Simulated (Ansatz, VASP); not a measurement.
## BN: VASP beside Ansatz

```
CELL_PARAMETERS angstrom
0.00000 1.80256 1.80256
1.80256 0.00000 1.80256
1.80256 1.80256 0.00000
ATOMIC_POSITIONS crystal
B 0.00000 0.00000 0.00000
N 0.25000 0.25000 0.25000
```

Alike in both runs: task single point; functional PBEsol; k mesh 16 × 16 × 16; occupations gaussian, width 0.02 eV; no spin polarisation.

|  | VASP | Ansatz |
| --- | --- | --- |
| version | VASP 6.6.1 | Ansatz 0.2.0 |
| potentials or method | VASP PAW PBE potentials, release 64 (B, N), cutoff 600 eV | scalar-relativistic, plane waves, PAW |
| valence electrons in the cell | 8 | 8 |

|  | VASP | Ansatz | Ansatz less VASP |
| --- | --- | --- | --- |
| gap on the k mesh at the Fermi level (eV) | 4.29 | 4.29 | +0.008 |
| least direct gap on the mesh (eV) | 8.80 | 8.80 | +0.004 |
| pressure (GPa) | 0.5 | 0.0 | -0.52 |

VASP's potentials were made for PBE, not for PBEsol, and Ansatz warns of the same on its side. With one functional, cell and mesh, what is left measures potentials, basis and numerics.
